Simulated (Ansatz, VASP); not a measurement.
**Sn5Ge9C6 in VASP and in Ansatz**

File INCAR:

```
PREC = Accurate ; ENCUT = 600
EDIFF = 1E-7 ; ISMEAR = 0
SIGMA = 0.1 ; LREAL = F
LASPH = T ; NELM = 120
ALGO = Normal ; ISIF = 3
LWAVE = F ; LCHARG = F
GGA = PE ; IBRION = 2
NSW = 45 ; EDIFFG = -0.04
ISYM = 0 ; GGA_COMPAT = F
NELMIN = 4 ; KPAR = 4
```

Contents of KPOINTS:

```
regular mesh
0
Gamma
  4 4 2
```

File POSCAR:

```
Sn5Ge9C6
1.0
    2.7220361813      2.7274900886      5.1254049285
   -2.7188614856     -2.6679153103      5.0940301915
    8.1169845078     -5.3353560379      2.5274524126
C Ge Sn
6 9 5
Direct
    0.1927593780      0.0855759744      0.6164152379
    0.1269655804      0.4473107748      0.7608627198
    0.5813408231      0.0072984110      0.7911807708
    0.7616004036      0.0125461127      0.4282027026
    0.4967324230      0.5096890649      0.9584865170
    0.1159510247      0.3348534124      0.6374607681
    0.9941634237      0.9721843434      0.0148634368
    0.4237970467      0.9765263453      0.1827965749
    0.2714815822      0.4937270746      0.4533837282
    0.8949240184      0.4925825740      0.1922435405
    0.5382997211      0.9333136108      0.6090846477
    0.4504670574      0.3485143656      0.8048792372
    0.4144339180      0.8430726682      0.9556981033
    0.7693503575      0.8748772141      0.2532005269
    0.6876814774      0.3354264152      0.4009359077
    0.7528899554      0.4961361651      0.6068836036
    0.9746974791      0.8569752896      0.7725154664
    0.1273403864      0.9364724733      0.4353877872
    0.8621664201      0.3900799937      0.9548428224
    0.3208338860      0.4044972766      0.1762160080
```

Input for Ansatz:

```yaml
crystal:
  lattice:
    - [2.7220361813, 2.7274900886, 5.1254049285]
    - [-2.7188614856, -2.6679153103, 5.0940301915]
    - [8.1169845078, -5.3353560379, 2.5274524126]
  atoms:
    - { symbol: C, position: [0.192759378, 0.0855759744, 0.6164152379] }
    - { symbol: C, position: [0.1269655804, 0.4473107748, 0.7608627198] }
    - { symbol: C, position: [0.5813408231, 0.007298411, 0.7911807708] }
    - { symbol: C, position: [0.7616004036, 0.0125461127, 0.4282027026] }
    - { symbol: C, position: [0.496732423, 0.5096890649, 0.958486517] }
    - { symbol: C, position: [0.1159510247, 0.3348534124, 0.6374607681] }
    - { symbol: Ge, position: [0.9941634237, 0.9721843434, 0.0148634368] }
    - { symbol: Ge, position: [0.4237970467, 0.9765263453, 0.1827965749] }
    - { symbol: Ge, position: [0.2714815822, 0.4937270746, 0.4533837282] }
    - { symbol: Ge, position: [0.8949240184, 0.492582574, 0.1922435405] }
    - { symbol: Ge, position: [0.5382997211, 0.9333136108, 0.6090846477] }
    - { symbol: Ge, position: [0.4504670574, 0.3485143656, 0.8048792372] }
    - { symbol: Ge, position: [0.414433918, 0.8430726682, 0.9556981033] }
    - { symbol: Ge, position: [0.7693503575, 0.8748772141, 0.2532005269] }
    - { symbol: Ge, position: [0.6876814774, 0.3354264152, 0.4009359077] }
    - { symbol: Sn, position: [0.7528899554, 0.4961361651, 0.6068836036] }
    - { symbol: Sn, position: [0.9746974791, 0.8569752896, 0.7725154664] }
    - { symbol: Sn, position: [0.1273403864, 0.9364724733, 0.4353877872] }
    - { symbol: Sn, position: [0.8621664201, 0.3900799937, 0.9548428224] }
    - { symbol: Sn, position: [0.320833886, 0.4044972766, 0.176216008] }
  symmetry: { detect: false }
basis:
  ecutwfc: 420
kpoints:
  mp_grid: { grid: [4, 4, 2] }
hamiltonian:
  xc: pbe
scf:
  occupations: { method: gaussian, width: 0.1 }
  lower_state_search: "off"
output:
  forces: true
  stress: true
  eigenvalues: true
relax:
  adjacent_minimum: "off"
  f_tol: 0.04
  max_steps: 25
  cell: { stress_tol: 0.3 }
```

Alike in both runs: task relaxation of cell and atoms; functional PBE; k mesh 4 × 4 × 2; occupations gaussian, width 0.1 eV; no spin polarisation.

|  | VASP | Ansatz |
| --- | --- | --- |
| version | VASP 6.6.1 | Ansatz 0.2.0 |
| potentials or method | VASP PAW PBE potentials, release 64 (C, Ge_d, Sn_d), cutoff 600 eV | scalar-relativistic, plane waves, PAW |
| valence electrons in the cell | 220 | 220 |

|  | VASP | Ansatz | Ansatz less VASP |
| --- | --- | --- | --- |
| gap on the k mesh at the Fermi level, each at its own relaxed structure (eV) | none | none | - |
| relaxed volume (Å³/atom) | 18.63 | 18.63 | 0.000 |
| relaxed length of the cell vector where the two differ most in proportion (Å) | 10.020 | 10.032 | +0.0118 |

A gap of «none» marks a metal or a gap that the smearing closes.
